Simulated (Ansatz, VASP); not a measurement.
## One calculation of C, two programs

POSCAR

```
C
1.0
    0.0000000000      2.1267565393      3.5617636578
    1.2279212043      0.0000000000      3.5617636578
    1.2279212043      2.1267565393      0.0000000000
C
2
Direct
    0.1667039277      0.8332960723      0.1667039277
    0.8332960723      0.1667039277      0.8332960723
```

File INCAR.step1:

```
PREC     = Accurate       # precision mode
ENCUT    = 520            # plane-wave cutoff, eV
ISMEAR   = 0              # smearing method
SIGMA    = 0.05           # smearing width, eV
LREAL    = F              # projectors in reciprocal space
LASPH    = T              # aspherical terms in the spheres
NELM     = 80             # most SCF steps
NBANDS   = 11             # bands
GGA      = PE             # functional
ALGO     = Normal         # electronic algorithm
EDIFF    = 1E-4           # SCF threshold, eV
LWAVE    = T              # write WAVECAR
LCHARG   = F              # write CHGCAR
```

INCAR.step2

```
PREC     = Accurate       # precision mode
ENCUT    = 520            # plane-wave cutoff, eV
EDIFF    = 1E-6           # SCF threshold, eV
ISMEAR   = 0              # smearing method
SIGMA    = 0.05           # smearing width, eV
LREAL    = F              # projectors in reciprocal space
LASPH    = T              # aspherical terms in the spheres
NELM     = 80             # most SCF steps
ALGO     = Normal         # electronic algorithm
ISIF     = 2              # what is computed and relaxed
LWAVE    = F              # write WAVECAR
LCHARG   = F              # write CHGCAR
METAGGA  = R2SCAN         # meta-GGA
LMIXTAU  = T            
NBANDS   = 11             # bands
ISTART   = 1
```

File KPOINTS:

```
Automatic mesh
0
Gamma
  14 14 14
```

Input for Ansatz:

```yaml
crystal:
  lattice:
    - [0.0, 2.1267565393, 3.5617636578]
    - [1.2279212043, 0.0, 3.5617636578]
    - [1.2279212043, 2.1267565393, 0.0]
  atoms:
    - { symbol: C, position: [0.1667039277, 0.8332960723, 0.1667039277] }
    - { symbol: C, position: [0.8332960723, 0.1667039277, 0.8332960723] }
basis:
  ecutwfc: 500
kpoints:
  mp_grid: { grid: [14, 14, 14] }
hamiltonian:
  xc: r2scan
scf:
  occupations: { method: gaussian, width: 0.05 }
output:
  forces: true
  stress: true
  eigenvalues: true
  write_density: true
  write_potential: true
  elf: true
  volumetric_format: npy
```

Alike in both runs: task single point; functional r2SCAN; k mesh 14 × 14 × 14; occupations gaussian, width 0.05 eV; no spin polarisation.

|  | VASP | Ansatz |
| --- | --- | --- |
| version | VASP 6.6.1 | Ansatz 0.2.0 |
| potentials or method | VASP PAW PBE potentials, release 64 (C), cutoff 520 eV | scalar-relativistic, plane waves, PAW |
| valence electrons in the cell | 8 | 8 |

Ansatz gave:

```
gap on the k mesh at the Fermi level (eV)                     : 0.64
least direct gap on the mesh (eV)                             : 0.76
pressure (GPa)                                                : 0.0
traceless stress, the component that is largest in VASP (GPa) : 0.01
```

Problem. What did VASP give for the same quantities?

Solution. gap on the k mesh at the Fermi level (eV): 0.64; least direct gap on the mesh (eV): 0.76; pressure (GPa): 0.6; traceless stress, the component that is largest in VASP (GPa): -0.73.

VASP's potentials were made for PBE, not for r2SCAN.
